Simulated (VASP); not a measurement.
Crystal: HPb2.

```
CELL_PARAMETERS angstrom
3.51636 0.00000 0.00000
-1.75818 3.04526 0.00000
0.00000 0.00000 5.89299
ATOMIC_POSITIONS crystal
Pb 0.33333 0.66667 0.25613
Pb 0.66667 0.33333 0.74387
H 0.00000 0.00000 0.00000
```

| Quantity | Value |
| --- | --- |
| Program | VASP 6.6.1 |
| Task | relaxation of cell and atoms |
| Functional | PBEsol |
| Potentials or basis | VASP PAW PBE potentials, release 64 (Pb_d, H) |
| Cutoff | 600 eV |
| k mesh | 12 × 12 × 8 |
| Occupations | gaussian, width 0.1 eV |
| Spin | no spin polarisation |

At the start: pressure 0.0 GPa; volume 21.03 Å³/atom.

Q: Where does the relaxation end?

A: Over 11 steps the energy falls by 3.1 meV/atom and the volume is 21.08 Å³/atom (+0.2 %); space group P-3m1 (No. 164, to 0.1 Å) before and after.

Step by step:
```csv
step,energy change (eV),largest force (eV/Å),pressure (GPa),volume (Å³)
1,0.0000,0.0011,0.00,63.10
2,-0.0023,0.0230,0.01,63.10
3,-0.0077,0.0567,0.03,63.09
4,-0.0026,0.0752,0.23,63.00
5,-0.0083,0.0607,0.06,63.08
6,-0.0089,0.0404,-0.02,63.22
7,-0.0091,0.0228,-0.09,63.35
8,-0.0091,0.0177,-0.11,63.38
9,-0.0093,0.0004,0.10,63.12
10,-0.0093,0.0054,0.07,63.17
11,-0.0094,0.0065,0.04,63.24
```

Final structure:
```cif
data_structure
_symmetry_space_group_name_H-M 'P 1'
_symmetry_Int_Tables_number 1
_cell_length_a 3.5700
_cell_length_b 3.5700
_cell_length_c 5.7293
_cell_angle_alpha 90.000
_cell_angle_beta 90.000
_cell_angle_gamma 120.000
_cell_volume 63.24
loop_
_atom_site_label
_atom_site_type_symbol
_atom_site_fract_x
_atom_site_fract_y
_atom_site_fract_z
_atom_site_occupancy
Pb1 Pb 0.33333 0.66667 0.25300 1
Pb2 Pb 0.66667 0.33333 0.74700 1
H1 H 0.00000 0.00000 0.00000 1
```

Caveat: the PAW data sets were made with another functional, which shifts forces and pressure a little.
